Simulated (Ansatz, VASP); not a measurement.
## One calculation of Ba, two programs

```
CELL_PARAMETERS angstrom
-2.51249 2.51249 2.51249
2.51249 -2.51249 2.51249
2.51249 2.51249 -2.51249
ATOMIC_POSITIONS crystal
Ba 0.00000 0.00000 0.00000
```

Alike in both runs: task single point; functional PBE; k mesh 15 × 15 × 15; occupations fermi-dirac, width 0.1 eV; no spin polarisation.

|  | VASP | Ansatz |
| --- | --- | --- |
| version | VASP 6.6.1 | Ansatz 0.2.0 |
| potentials or method | VASP PAW PBE potentials, release 64 (Ba_sv), cutoff 520 eV | plane waves (420 eV) with PAW, scalar-relativistic |
| valence electrons in the cell | 10 | 10 |

|  | VASP | Ansatz | Ansatz less VASP |
| --- | --- | --- | --- |
| pressure (GPa) | 0.0 | 0.0 | -0.05 |

Spin-orbit coupling is off throughout.
